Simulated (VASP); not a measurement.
# Rh (Fm-3m) in VASP: further runs

The runs below take Rh through single point, with RPBE.

Program: VASP 6.6.1. These are calculated values, not measurements. Logs are shortened: lines on timing, memory, paths and dates and some standing lists are left out, and cuts for length are marked.

## 1. The cell of the first run

It takes space group Fm-3m (No. 225, cubic). The conventional cell has a = 3.748 Å, b = 3.748 Å, c = 3.748 Å, α = 90.00°, β = 90.00°, γ = 90.00°. Rh (site symmetry m-3m) has 12 Rh at 2.65 Å within 3.5 Å.

## 2. Single point, RPBE, collinear spin, ferromagnetic start (13.17 Å³/atom)

Input file INCAR:

```
ALGO     = Normal         # electronic algorithm
EDIFF    = 1E-7           # SCF threshold, eV
ENCUT    = 520            # plane-wave cutoff, eV
GGA      = RP             # functional
ISIF     = 2              # what is computed and relaxed
ISMEAR   = -1             # smearing method
ISPIN    = 2              # spin polarisation
LASPH    = True           # aspherical terms in the spheres
LCHARG   = False          # write CHGCAR
LMAXMIX  = 4              # l up to which the mixer works
LORBIT   = 11             # projections on sites
LREAL    = False          # projectors in reciprocal space
LWAVE    = False          # write WAVECAR
MAGMOM   = 1              # initial moments
NBANDS   = 18             # bands
NELM     = 150            # most SCF steps
PREC     = Accurate       # precision mode
SIGMA    = 0.05           # smearing width, eV
```

Input file KPOINTS:

```
k-points
0
Gamma
  23 23 23
```

Input file POSCAR:

```
Rh
1.0
    0.0000000000      1.8741963338      1.8741963338
    1.8741963338      0.0000000000      1.8741963338
    1.8741963338      1.8741963338      0.0000000000
Rh
1
Direct
    0.0000000000      0.0000000000      0.0000000000
```

Potentials or basis: VASP PAW PBE potentials, release 64 (Rh_pv).

Command:

```console
cat potpaw_PBE.64/Rh_pv/POTCAR > POTCAR
mpirun -np 1 vasp_std > vasp.out
```

OUTCAR:

```text
EDIFF = 1E-7
   ENCUT = 520
   GGA = RP
   ISIF = 2
   ISMEAR = -1
   ISPIN = 2
   LASPH = True
   LORBIT = 11
   LREAL = False
   NELM = 150
   PREC = Accurate

 ion  position               nearest neighbor table
   1  0.000  0.000  0.000-

  LATTYP: Found a face centered cubic cell.
 ALAT       =     3.7483926676

  Lattice vectors:

 A1 = (   0.0000000000,   1.8741963338,   1.8741963338)
 A2 = (   1.8741963338,   0.0000000000,   1.8741963338)
 A3 = (   1.8741963338,   1.8741963338,   0.0000000000)

Analysis of symmetry for initial positions (statically):
=====================================================================
 Subroutine PRICEL returns:
 Original cell was already a primitive cell.

 Routine SETGRP: Setting up the symmetry group for a
 face centered cubic supercell.

 Subroutine GETGRP returns: Found 48 space group operations
 (whereof 48 operations were pure point group operations)
 out of a pool of 48 trial point group operations.

The static configuration has the point symmetry O_h .

Analysis of symmetry for dynamics (positions and initial velocities):
=====================================================================
 Subroutine PRICEL returns:
 Original cell was already a primitive cell.

 Routine SETGRP: Setting up the symmetry group for a
 face centered cubic supercell.

 Subroutine GETGRP returns: Found 48 space group operations
 (whereof 48 operations were pure point group operations)
 out of a pool of 48 trial point group operations.

The dynamic configuration has the point symmetry O_h .

Analysis of structural, dynamic, and magnetic symmetry:
=====================================================================
 Subroutine PRICEL returns:
 Original cell was already a primitive cell.

 Routine SETGRP: Setting up the symmetry group for a
 face centered cubic supercell.

 Subroutine GETGRP returns: Found 48 space group operations
 (whereof 48 operations were pure point group operations)
 out of a pool of 48 trial point group operations.

The overall configuration has the point symmetry O_h .

 Subroutine INISYM returns: Found 48 space group operations
 (whereof 48 operations are pure point group operations),
 and found     1 'primitive' translations

----------------------------------------------------------------------------------------

                                     Primitive cell

  volume of cell :      13.1666

  direct lattice vectors                    reciprocal lattice vectors
     0.000000000  1.874196334  1.874196334    -0.266781015  0.266781015  0.266781015
     1.874196334  0.000000000  1.874196334     0.266781015 -0.266781015  0.266781015
     1.874196334  1.874196334  0.000000000     0.266781015  0.266781015 -0.266781015

  length of vectors
     2.650513874  2.650513874  2.650513874     0.462078272  0.462078272  0.462078272

  position of ions in fractional coordinates (direct lattice)
     0.000000000  0.000000000  0.000000000

  ion indices of the primitive-cell ions
   primitive index   ion index
                 1           1

----------------------------------------------------------------------------------------

 KPOINTS: k-points

Automatic generation of k-mesh.
 Grid dimensions read from file:
 generate k-points for:   23   23   23

 Generating k-lattice:

  Cartesian coordinates                     Fractional coordinates (reciprocal lattice)
    -0.011599175  0.011599175  0.011599175     0.043478261  0.000000000  0.000000000
     0.011599175 -0.011599175  0.011599175     0.000000000  0.043478261  0.000000000
     0.011599175  0.011599175 -0.011599175     0.000000000  0.000000000  0.043478261

  Length of vectors
     0.020090360  0.020090360  0.020090360

  Shift w.r.t. Gamma in fractional coordinates (k-lattice)
     0.000000000  0.000000000  0.000000000

 Subroutine IBZKPT returns following result:
 ===========================================

 Found    364 irreducible k-points:

 Following reciprocal coordinates:
            Coordinates               Weight
  0.000000  0.000000  0.000000      1.000000
  0.043478  0.000000  0.000000      8.000000
  0.086957  0.000000  0.000000      8.000000
  0.130435  0.000000  0.000000      8.000000
  0.173913  0.000000  0.000000      8.000000
  0.217391  0.000000  0.000000      8.000000
[... 16 lines left out ...]
  0.478261  0.043478  0.000000     24.000000
 -0.478261  0.043478  0.000000     24.000000
 [... further k-points ...]
   k-points           NKPTS =    364   k-points in BZ     NKDIM =    364   number of bands    NBANDS=     18
   number of dos      NEDOS =    301   number of ions     NIONS =      1
   total plane-waves  NPLWV =   8000
   dimension x,y,z NGX =    20 NGY =   20 NGZ =   20
   dimension x,y,z NGXF=    40 NGYF=   40 NGZF=   40
   ions per type =               1
   NGX,Y,Z   is equivalent  to a cutoff of  12.54, 12.54, 12.54 a.u.
   NGXF,Y,Z  is equivalent  to a cutoff of  25.09, 25.09, 25.09 a.u.
 SYSTEM =  unknown system
   PREC   = accura    normal or accurate (medium, high low for compatibility)
   ISTART =      0    job   : 0-new  1-cont  2-samecut
   ICHARG =      2    charge: 1-file 2-atom 10-const
   ISPIN  =      2    spin polarized calculation?
   LNONCOLLINEAR =      F non collinear calculations
   LSORBIT =      F    spin-orbit coupling
   LASPH  =      T    aspherical Exc in radial PAW
   ENCUT  =  520.0 eV  38.22 Ry    6.18 a.u.   4.93  4.93  4.93*2*pi/ulx,y,z
   NELM   =    150;   NELMIN=  2; NELMDL= -5     # of ELM steps
   EDIFF  = 0.1E-06   stopping-criterion for ELM
   LREAL  =      F    real-space projection
   EDIFFG = 0.1E-05   stopping-criterion for IOM
   NSW    =      0    number of steps for IOM
   IBRION =     -1    ionic relax: 0-MD 1-quasi-New 2-CG
   NFREE  =      0    steps in history (QN), initial steepest desc. (CG)
   ISIF   =      2    stress and relaxation
   ISYM   =      2    0-nonsym 1-usesym 2-fastsym
   POTIM  = 0.5000    time-step for ionic-motion
   TEBEG  =    0.0;   TEEND  =   0.0 temperature during run
   PSTRESS=    0.0 pullay stress
   NELECT =      15.0000    total number of electrons
   NUPDOWN=      -1.0000    fix difference up-down
   EMIN   =  10.00;   EMAX   =-10.00  energy-range for DOS
   EFERMI =   0.00;   METHOD = LEGACY
   ISMEAR =    -1;   SIGMA  =   0.05  broadening in eV -4-tet -1-fermi 0-gaus
   EFERMI_NEDOS =   21; number of points for ismear=-14 and -15
   IALGO  =     38    algorithm
   IMIX   =      4    mixing-type and parameters
     AMIX     =   0.40;   BMIX     =  1.00
     AMIX_MAG =   1.60;   BMIX_MAG =  1.00
  volume/ion in A,a.u.               =      13.17        88.85
  Fermi-wavevector in a.u.,A,eV,Ry     =   1.709806  3.231065 39.775769  2.923437
  Thomas-Fermi vector in A             =   2.788222
   LORBIT       =     11    0 simple, 1 ext, 2 COOP (PROOUT), +10 PAW based schemes
   GGA     = RP    functional components
   LHFCALC =     F    Hartree Fock is set to
   AEXX    =    0.0000 exact exchange contribution
   IVDW    =     0    specifies the selected vdW correction
   LEPSILON=     F    determine dielectric tensor
   LRPA    =     F    only Hartree local field effects (RPA)
 spin polarized calculation
  energy-cutoff  :      520.00
  volume of cell :       13.17
 maximum number of plane-waves:       365
   NGX =  9   NGY =  9   NGZ =  9

 number of electron      15.0000000 magnetization       0.0003478

 number of electron      15.0000000 magnetization      -0.0000229

 Free energy of the ion-electron system (eV)
  ---------------------------------------------------
  ext. energy  EPLUGINS =         0.00000000
  ---------------------------------------------------
  free energy    TOTEN  =        -6.53931015 eV

  energy without entropy =       -6.52949664  energy(sigma->0) =       -6.53440340

 E-fermi :  12.7918     XC(G=0): -14.2187

 val. band max:       12.7902866595   @ k =  -0.4783   0.3913   0.0000
 cond. band min:      12.8174424455   @ k =  -0.3043   0.0435   0.0000
 fundamental gap:      0.0271557860
 Fermi energy:        12.7918412484

 spin component 1

 k-point     1 :       0.0000    0.0000    0.0000
  band No.  band energies     occupation
      1     -33.6608      1.00000
      2     -33.6608      1.00000
      3     -33.6608      1.00000
      4       4.5546      1.00000
      5       9.5135      1.00000
      6       9.5135      1.00000
[... 10 lines left out ...]
     17      46.2935      0.00000
     18      46.2935      0.00000

 k-point     2 :       0.0435    0.0000    0.0000
  band No.  band energies     occupation
      1     -33.6771      1.00000
      2     -33.6629      1.00000
      3     -33.6629      1.00000
      4       4.6346      1.00000
      5       9.4763      1.00000
      6       9.5457      1.00000
[... 10 lines left out ...]
     17      46.0442      0.00000
     18      46.0442      0.00000
[... 442 lines left out ...]
 k-point    24 :      -0.4783    0.0435    0.0000
  band No.  band energies     occupation
      1     -34.5036      1.00000
      2     -33.7887      1.00000
      3     -33.7795      1.00000
      4       6.3863      1.00000
      5       9.3692      1.00000
      6       9.4747      1.00000
[... 10 lines left out ...]
     17      46.0328      0.00000
     18      52.0493      0.00000

 [... further k-points ...]

 spin component 2

 k-point     1 :       0.0000    0.0000    0.0000
  band No.  band energies     occupation
      1     -33.6608      1.00000
      2     -33.6608      1.00000
      3     -33.6608      1.00000
      4       4.5546      1.00000
      5       9.5135      1.00000
      6       9.5135      1.00000
[... 10 lines left out ...]
     17      46.2935      0.00000
     18      46.2935      0.00000

 k-point     2 :       0.0435    0.0000    0.0000
  band No.  band energies     occupation
      1     -33.6772      1.00000
      2     -33.6630      1.00000
      3     -33.6630      1.00000
      4       4.6346      1.00000
      5       9.4763      1.00000
      6       9.5457      1.00000
[... 10 lines left out ...]
     17      46.0442      0.00000
     18      46.0442      0.00000
[... 442 lines left out ...]
 k-point    24 :      -0.4783    0.0435    0.0000
  band No.  band energies     occupation
      1     -34.5036      1.00000
      2     -33.7888      1.00000
      3     -33.7796      1.00000
      4       6.3863      1.00000
      5       9.3691      1.00000
      6       9.4747      1.00000
[... 10 lines left out ...]
     17      46.0328      0.00000
     18      52.0493      0.00000

 [... further k-points ...]

------------------------ aborting loop because EDIFF is reached ----------------------------------------

  FORCE on cell =-STRESS in cart. coord.  units (eV):
  Direction    XX          YY          ZZ          XY          YZ          ZX
  --------------------------------------------------------------------------------------
  -------------------------------------------------------------------------------------
  Total        2.0364394      2.0364394      2.0364394      0.0000000      0.0000000      0.0000000
  in kB      247.8031536    247.8031536    247.8031536      0.0000000      0.0000000      0.0000000
  external PRESSURE =     247.8031536 kB  Pullay stress =       0.0000000 kB

 VOLUME and BASIS-vectors are now :
 -----------------------------------------------------------------------------
  energy-cutoff  :      520.00
  volume of cell :       13.17
      direct lattice vectors                 reciprocal lattice vectors
     0.000000000  1.874196334  1.874196334    -0.266781015  0.266781015  0.266781015
     1.874196334  0.000000000  1.874196334     0.266781015 -0.266781015  0.266781015
     1.874196334  1.874196334  0.000000000     0.266781015  0.266781015 -0.266781015

 POSITION                                       TOTAL-FORCE (eV/Angst)
 -----------------------------------------------------------------------------------
      0.00000      0.00000      0.00000        -0.000000      0.000000     -0.000000
 -----------------------------------------------------------------------------------
    total drift:                                0.000000      0.000000      0.000000

  FREE ENERGIE OF THE ION-ELECTRON SYSTEM (eV)
  ---------------------------------------------------
  free  energy   TOTEN  =        -6.5393101526 eV

  energy  without entropy=       -6.5294966394  energy(sigma->0) =       -6.53440340

 total charge

# of ion       s       p       d       tot
------------------------------------------
    1        0.436   6.328   7.114  13.878

 magnetization (x)

# of ion       s       p       d       tot
------------------------------------------
    1        0.000   0.000  -0.000  -0.000
```

Wall time 62 s (1 thread of Intel Xeon 6975P-C (Granite Rapids), shared host); peak memory 0.23 GiB.

Results:

| Property | Result |
| --- | --- |
| Free energy | -6.5393 eV |
| Pressure | 24.8 GPa |
| Net moment | 0.00 μB per cell |
| Valence electrons inside the program's atomic spheres | Rh 13.88 |

Levels at points of the mesh, in eV from the Fermi level:
Spin up:
| k point | band 5 | band 6 | band 7 | band 8 | band 9 | band 10 |
| --- | --- | --- | --- | --- | --- | --- |
| (0.00, 0.00, 0.00) | -3.28 | -3.28 | -3.28 | -1.05 | -1.05 | 15.97 |
Spin down:
```csv
k point,band 4,band 5,band 6,band 7,band 8,band 9,band 10,band 11
"(0.00, 0.00, 0.00)",-8.24,-3.28,-3.28,-3.28,-1.05,-1.05,15.97,20.47
```

Caveat: the cell stands under pressure; an empty level that is flat over the whole mesh can mark a ghost state of the potentials, or a narrow d or f band; the PAW data sets were made with another functional, which shifts forces and pressure a little.

## 3. Single point, RPBE, collinear spin, ferromagnetic start (13.74 Å³/atom)

This run uses another cell than the first one, of 13.74 Å³/atom.

Input file INCAR:

```
PREC = Accurate
ENCUT = 520
EDIFF = 1E-7
ISMEAR = -1
SIGMA = 0.05
LREAL = False
LASPH = True
NELM = 150
ALGO = Normal
ISIF = 2
LWAVE = False
LCHARG = False
ISPIN = 2
MAGMOM = 1
LORBIT = 11
LMAXMIX = 4
GGA = RP
NBANDS = 18
```

Input file KPOINTS:

```
regular mesh
0
Gamma
  23 23 23
```

Input file POSCAR:

```
Rh
1.0
    0.0000000000      1.9009741849      1.9009741849
    1.9009741849      0.0000000000      1.9009741849
    1.9009741849      1.9009741849      0.0000000000
Rh
1
Direct
    0.0000000000      0.0000000000      0.0000000000
```

Potentials or basis: VASP PAW PBE potentials, release 64 (Rh_pv).

Command:

```console
cat potpaw_PBE.64/Rh_pv/POTCAR > POTCAR
mpirun -np 1 vasp_std > vasp.out
```

Run time: 64 s. Hardware: 1 thread of Intel Xeon 6975P-C (Granite Rapids), shared host; peak memory 0.24 GiB.

Results (log left out):

- Free energy: -6.6024 eV
- Pressure: 10.9 GPa
- Net moment: 0.00 μB per cell
- Valence electrons inside the program's atomic spheres: Rh 13.80

Levels at points of the mesh, in eV from the Fermi level:
Spin up:
| k point | band 5 | band 6 | band 7 | band 8 | band 9 | band 10 |
| --- | --- | --- | --- | --- | --- | --- |
| (0.00, 0.00, 0.00) | -3.07 | -3.07 | -3.07 | -0.99 | -0.99 | 16.01 |
Spin down:
```tsv
k point	band 4	band 5	band 6	band 7	band 8	band 9	band 10	band 11
(0.00, 0.00, 0.00)	-7.92	-3.07	-3.07	-3.07	-0.99	-0.99	16.01	20.60
```

Caveat: the cell stands under pressure; an empty level that is flat over the whole mesh can mark a ghost state of the potentials, or a narrow d or f band; the PAW data sets were made with another functional, which shifts forces and pressure a little.
